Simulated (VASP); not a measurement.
# BaTiO3 (P4mm) in VASP: relaxation of the atoms with PBEsol

Aim: the relaxation of the atoms of BaTiO3 with PBEsol.

All numbers are computed with VASP 6.6.1; they aren't measurements. Logs are shortened: lines on timing, memory, paths and dates and some standing lists are left out, and cuts for length are marked.

## Step 1: The cell of the first run

The structure is tetragonal, space group P4mm (No. 99). Conventional cell: a = 3.955 Å, b = 3.955 Å, c = 4.105 Å, α = 90.00°, β = 90.00°, γ = 90.00°. Within 3.7 Å of Ba (site symmetry 4mm) lie 12 O at 2.79 to 2.91 Å and 8 Ti at 3.43 to 3.51 Å. Within 2.5 Å of Ti (site symmetry 4mm) lie 6 O at 1.87 to 2.24 Å. O (site symmetry 2mm) has 2 Ti at 1.98 Å within 2.6 Å. Within 2.5 Å of O (site symmetry 4mm) lie 2 Ti at 1.87 to 2.24 Å.

## Step 2: Relaxation of the atoms, PBEsol (strain along c alone, the other axes held: +1.5 %)

File INCAR:

```
SYSTEM = BaTiO3
PREC     = Accurate       ! precision mode
ENCUT    = 520            ! plane-wave cutoff, eV
EDIFF    = 1E-6           ! SCF threshold, eV
ISMEAR   = 0              ! smearing method
SIGMA    = 0.02           ! smearing width, eV
LREAL    = .FALSE.        ! projectors in reciprocal space
LASPH    = .TRUE.         ! aspherical terms in the spheres
NELM     = 100            ! most SCF steps
ALGO     = Normal         ! electronic algorithm
ISIF     = 2              ! what is computed and relaxed
LWAVE    = .FALSE.        ! write WAVECAR
LCHARG   = .FALSE.        ! write CHGCAR
GGA      = PS             ! functional
IBRION   = 2              ! ionic algorithm
NSW      = 60             ! ionic steps
EDIFFG   = -0.008         ! ionic threshold
```

File KPOINTS:

```
Automatic mesh
0
G
  8 8 8
  0 0 0
```

File POSCAR:

```
BaTiO3
1.0
    3.9554885124      0.0000000000      0.0000000000
    0.0000000000      3.9554885124      0.0000000000
    0.0000000000      0.0000000000      4.1047002037
Ba Ti O
1 1 3
Direct
    0.5000000000      0.5000000000      0.5825208321
    0.0000000000      0.0000000000      0.0977311510
    0.0000000000      0.5000000000      0.0634795542
    0.5000000000      0.0000000000      0.0634795542
    0.0000000000      0.0000000000      0.5527858984
```

Potentials or basis: VASP PAW PBE potentials, release 64 (Ba_sv, Ti_sv, O).

Started as:

```sh
cat potpaw_PBE.64/Ba_sv/POTCAR potpaw_PBE.64/Ti_sv/POTCAR potpaw_PBE.64/O/POTCAR > POTCAR
mpirun -np 1 vasp_std > vasp.out
```

OUTCAR:

```text
SYSTEM = BaTiO3
   PREC = Accurate
   ENCUT = 520
   EDIFF = 1E-6
   ISMEAR = 0
   LREAL = .FALSE.
   LASPH = .TRUE.
   NELM = 100
   ISIF = 2
   GGA = PS
   IBRION = 2
   NSW = 60
   EDIFFG = -0.008

 ion  position               nearest neighbor table
   1  0.500  0.500  0.583-   3 2.79   4 2.79   4 2.79   3 2.79   5 2.80   5 2.80   5 2.80   5 2.80
                             3 2.91   4 2.91   3 2.91   4 2.91   2 3.43   2 3.43   2 3.43   2 3.43
   2  0.000  0.000  0.098-   5 1.87   4 1.98   3 1.98   3 1.98   4 1.98   5 2.24   1 3.43   1 3.43
                             1 3.43   1 3.43   1 3.51   1 3.51   1 3.51   1 3.51
   3  0.000  0.500  0.063-   2 1.98   2 1.98   1 2.79   1 2.79   1 2.91   1 2.91
   4  0.500  0.000  0.063-   2 1.98   2 1.98   1 2.79   1 2.79   1 2.91   1 2.91
   5  0.000  0.000  0.553-   2 1.87   2 2.24   1 2.80   1 2.80   1 2.80   1 2.80

  LATTYP: Found a simple tetragonal cell.
 ALAT       =     3.9554885124
 C/A-ratio  =     1.0377226962

  Lattice vectors:

 A1 = (   3.9554885124,   0.0000000000,   0.0000000000)
 A2 = (   0.0000000000,   3.9554885124,   0.0000000000)
 A3 = (   0.0000000000,   0.0000000000,   4.1047002037)

Analysis of symmetry for initial positions (statically):
=====================================================================
 Subroutine PRICEL returns:
 Original cell was already a primitive cell.

 Routine SETGRP: Setting up the symmetry group for a
 simple tetragonal supercell.

 Subroutine GETGRP returns: Found  8 space group operations
 (whereof  8 operations were pure point group operations)
 out of a pool of 16 trial point group operations.

The static configuration has the point symmetry C_4v.

Analysis of symmetry for dynamics (positions and initial velocities):
=====================================================================
 Subroutine PRICEL returns:
 Original cell was already a primitive cell.

 Routine SETGRP: Setting up the symmetry group for a
 simple tetragonal supercell.

 Subroutine GETGRP returns: Found  8 space group operations
 (whereof  8 operations were pure point group operations)
 out of a pool of 16 trial point group operations.

The dynamic configuration has the point symmetry C_4v.

 Subroutine INISYM returns: Found  8 space group operations
 (whereof  8 operations are pure point group operations),
 and found     1 'primitive' translations

----------------------------------------------------------------------------------------

                                     Primitive cell

  volume of cell :      64.2217

  direct lattice vectors                    reciprocal lattice vectors
     3.955488512  0.000000000  0.000000000     0.252813274  0.000000000  0.000000000
     0.000000000  3.955488512  0.000000000     0.000000000  0.252813274  0.000000000
     0.000000000  0.000000000  4.104700204     0.000000000  0.000000000  0.243623152

  length of vectors
     3.955488512  3.955488512  4.104700204     0.252813274  0.252813274  0.243623152

  position of ions in fractional coordinates (direct lattice)
     0.500000000  0.500000000  0.582520832
     0.000000000  0.000000000  0.097731151
     0.000000000  0.500000000  0.063479554
     0.500000000  0.000000000  0.063479554
     0.000000000  0.000000000  0.552785898

  ion indices of the primitive-cell ions
   primitive index   ion index
                 1           1
                 2           2
                 3           3
                 4           4
                 5           5

----------------------------------------------------------------------------------------

 KPOINTS: Automatic mesh

Automatic generation of k-mesh.
 Grid dimensions read from file:
 generate k-points for:    8    8    8

 Generating k-lattice:

  Cartesian coordinates                     Fractional coordinates (reciprocal lattice)
     0.031601659  0.000000000  0.000000000     0.125000000  0.000000000  0.000000000
     0.000000000  0.031601659  0.000000000     0.000000000  0.125000000  0.000000000
     0.000000000  0.000000000  0.030452894     0.000000000  0.000000000  0.125000000

  Length of vectors
     0.031601659  0.031601659  0.030452894

  Shift w.r.t. Gamma in fractional coordinates (k-lattice)
     0.000000000  0.000000000  0.000000000

 Subroutine IBZKPT returns following result:
 ===========================================

 Found     75 irreducible k-points:

 Following reciprocal coordinates:
            Coordinates               Weight
  0.000000  0.000000  0.000000      1.000000
  0.125000  0.000000  0.000000      4.000000
  0.250000  0.000000  0.000000      4.000000
  0.375000  0.000000  0.000000      4.000000
  0.500000  0.000000  0.000000      2.000000
  0.125000  0.125000  0.000000      4.000000
[... 16 lines left out ...]
  0.375000  0.125000  0.125000     16.000000
  0.500000  0.125000  0.125000      8.000000
 [... further k-points ...]
   k-points           NKPTS =     75   k-points in BZ     NKDIM =     75   number of bands    NBANDS=     24
   number of dos      NEDOS =    301   number of ions     NIONS =      5
   total plane-waves  NPLWV =  28800
   dimension x,y,z NGX =    30 NGY =   30 NGZ =   32
   dimension x,y,z NGXF=    60 NGYF=   60 NGZF=   64
   ions per type =               1   1   3
   NGX,Y,Z   is equivalent  to a cutoff of  12.61, 12.61, 12.96 a.u.
   NGXF,Y,Z  is equivalent  to a cutoff of  25.22, 25.22, 25.92 a.u.
 SYSTEM =  BaTiO3
   PREC   = accura    normal or accurate (medium, high low for compatibility)
   ISTART =      0    job   : 0-new  1-cont  2-samecut
   ICHARG =      2    charge: 1-file 2-atom 10-const
   ISPIN  =      1    spin polarized calculation?
   LNONCOLLINEAR =      F non collinear calculations
   LSORBIT =      F    spin-orbit coupling
   LASPH  =      T    aspherical Exc in radial PAW
   ENCUT  =  520.0 eV  38.22 Ry    6.18 a.u.   7.35  7.35  7.63*2*pi/ulx,y,z
   NELM   =    100;   NELMIN=  2; NELMDL= -5     # of ELM steps
   EDIFF  = 0.1E-05   stopping-criterion for ELM
   LREAL  =      F    real-space projection
   EDIFFG = -.8E-02   stopping-criterion for IOM
   NSW    =     60    number of steps for IOM
   IBRION =      2    ionic relax: 0-MD 1-quasi-New 2-CG
   NFREE  =      1    steps in history (QN), initial steepest desc. (CG)
   ISIF   =      2    stress and relaxation
   ISYM   =      2    0-nonsym 1-usesym 2-fastsym
   POTIM  = 0.5000    time-step for ionic-motion
   TEBEG  =    0.0;   TEEND  =   0.0 temperature during run
   PSTRESS=    0.0 pullay stress
   NELECT =      40.0000    total number of electrons
   NUPDOWN=      -1.0000    fix difference up-down
   EMIN   =  10.00;   EMAX   =-10.00  energy-range for DOS
   EFERMI =   0.00;   METHOD = LEGACY
   ISMEAR =     0;   SIGMA  =   0.02  broadening in eV -4-tet -1-fermi 0-gaus
   EFERMI_NEDOS =   21; number of points for ismear=-14 and -15
   IALGO  =     38    algorithm
   IMIX   =      4    mixing-type and parameters
     AMIX     =   0.40;   BMIX     =  1.00
     AMIX_MAG =   1.60;   BMIX_MAG =  1.00
  volume/ion in A,a.u.               =      12.84        86.68
  Fermi-wavevector in a.u.,A,eV,Ry     =   1.398087  2.642002 26.594598  1.954648
  Thomas-Fermi vector in A             =   2.521280
   LORBIT       =      0    0 simple, 1 ext, 2 COOP (PROOUT), +10 PAW based schemes
   GGA     = PS    functional components
   LHFCALC =     F    Hartree Fock is set to
   AEXX    =    0.0000 exact exchange contribution
   IVDW    =     0    specifies the selected vdW correction
   LEPSILON=     F    determine dielectric tensor
   LRPA    =     F    only Hartree local field effects (RPA)
 conjugate gradient relaxation of ions
 non-spin polarized calculation
 Gauss-broadening in eV      SIGMA  =   0.02
  energy-cutoff  :      520.00
  volume of cell :       64.22
 maximum number of plane-waves:      1767
 NGX is ok and might be reduce to    30
   NGX = 15   NGY = 15   NGZ = 15

--------------------------------------- Ionic step        1  -------------------------------------------

 number of electron      39.9999990 magnetization

 Free energy of the ion-electron system (eV)
  ---------------------------------------------------
  ext. energy  EPLUGINS =         0.00000000
  ---------------------------------------------------
  free energy    TOTEN  =       -41.99591140 eV

  energy without entropy =      -41.99591140  energy(sigma->0) =      -41.99591140

------------------------ aborting loop because EDIFF is reached ----------------------------------------

  FORCE on cell =-STRESS in cart. coord.  units (eV):
  Direction    XX          YY          ZZ          XY          YZ          ZX
  --------------------------------------------------------------------------------------
  -------------------------------------------------------------------------------------
  Total        0.1194971      0.1194971     -1.0036323      0.0000000      0.0000000      0.0000000
  in kB        2.9811675      2.9811675    -25.0382232      0.0000000      0.0000000      0.0000000
  external PRESSURE =      -6.3586294 kB  Pullay stress =       0.0000000 kB
[... 258 lines left out ...]
  energy  without entropy=      -42.0006225743  energy(sigma->0) =      -42.00062257

--------------------------------------- Ionic step        8  -------------------------------------------

 number of electron      39.9999991 magnetization

 Free energy of the ion-electron system (eV)
  ---------------------------------------------------
  ext. energy  EPLUGINS =         0.00000000
  ---------------------------------------------------
  free energy    TOTEN  =       -42.00062783 eV

  energy without entropy =      -42.00062783  energy(sigma->0) =      -42.00062783

 E-fermi :   4.1008     XC(G=0): -11.4936

 val. band max:        3.8277854111   @ k =   0.5000   0.5000   0.5000
 cond. band min:       5.5970493387   @ k =   0.0000   0.0000   0.0000
 fundamental gap:      1.7692639276
 Fermi energy:         4.1007719149

 k-point     1 :       0.0000    0.0000    0.0000
  band No.  band energies     occupation
      1     -52.4606      2.00000
      2     -28.8808      2.00000
      3     -28.7897      2.00000
      4     -28.7897      2.00000
      5     -21.1256      2.00000
      6     -13.1307      2.00000
[... 637 lines left out ...]
     23       7.4867      0.00000
     24       8.5672      0.00000

 [... further k-points ...]
[... 5 lines left out ...]
  --------------------------------------------------------------------------------------
  -------------------------------------------------------------------------------------
  Total        0.1943204      0.1943204     -0.2295628      0.0000000     -0.0000000      0.0000000
  in kB        4.8478282      4.8478282     -5.7270435      0.0000000     -0.0000000      0.0000000
  external PRESSURE =       1.3228710 kB  Pullay stress =       0.0000000 kB
[... 20 lines left out ...]
  FREE ENERGIE OF THE ION-ELECTRON SYSTEM (eV)
  ---------------------------------------------------
  free  energy   TOTEN  =       -42.0006278343 eV

  energy  without entropy=      -42.0006278343  energy(sigma->0) =      -42.00062783

 reached required accuracy - stopping structural energy minimisation
```

Wall time 4 min (1 thread of Intel Xeon Platinum 8488C (Sapphire Rapids), shared host); peak memory 0.26 GiB.

What came out:

```yaml
Free_energy: -42.0006 eV
Energy_gained_by_relaxing: 0.9 meV/atom
Ionic_steps: 8
Pressure_after_relaxing: 0.1 GPa
Band_gap_on_the_k_mesh: 1.77 eV (least direct gap 2.25 eV)
```

Forces in eV/Å, atoms in the order of the input:
```
Ba   0.000  0.000  0.001
Ti   0.000  0.000  0.001
O    0.000  0.000  0.000
O    0.000  0.000  0.000
O    0.000  0.000 -0.002
```

The path:
| step | energy change (eV) | largest force (eV/Å) | pressure (GPa) |
| --- | --- | --- | --- |
| 1 | 0.0000 | 0.2739 | -0.64 |
| 2 | -0.0042 | 0.0743 | -0.09 |
| 3 | -0.0045 | 0.0423 | 0.10 |
| 4 | -0.0045 | 0.0412 | 0.09 |
| 5 | -0.0046 | 0.0296 | 0.12 |
| 6 | -0.0047 | 0.0111 | 0.15 |
| 7 | -0.0047 | 0.0104 | 0.15 |
| 8 | -0.0047 | 0.0021 | 0.13 |

Final structure:
```
CELL_PARAMETERS angstrom
3.95549 0.00000 0.00000
0.00000 3.95549 0.00000
0.00000 0.00000 4.10470
ATOMIC_POSITIONS crystal
Ba 0.50000 0.50000 0.58406
Ti 0.00000 0.00000 0.10167
O 0.00000 0.50000 0.06294
O 0.50000 0.00000 0.06294
O 0.00000 0.00000 0.54839
```

Levels at points of the mesh, in eV from the valence-band top:
| k point | band 18 | band 19 | band 20 | band 21 | band 22 | band 23 |
| --- | --- | --- | --- | --- | --- | --- |
| (0.00, 0.00, 0.00) | -0.66 | -0.48 | -0.48 | 1.77 | 2.24 | 2.24 |
| (0.50, 0.00, 0.00) | -1.79 | -1.35 | -1.14 | 2.35 | 3.57 | 3.64 |
| (0.50, 0.50, 0.00) | -1.07 | -1.07 | -0.07 | 3.67 | 3.67 | 4.04 |
| (0.00, 0.00, 0.50) | -2.08 | -0.74 | -0.74 | 1.92 | 3.53 | 3.53 |
| (0.50, 0.00, 0.50) | -1.09 | -1.04 | -0.40 | 3.54 | 3.60 | 3.89 |
| (0.50, 0.50, 0.50) | -0.32 | -0.32 | 0.00 | 4.16 | 4.16 | 4.25 |

Caveat: the cell differs from its parent crystal (strain along c alone, the other axes held: +1.5 %); the PAW data sets were made with another functional, which shifts forces and pressure a little; spin-orbit coupling is left out, which moves the levels of the heavy elements.
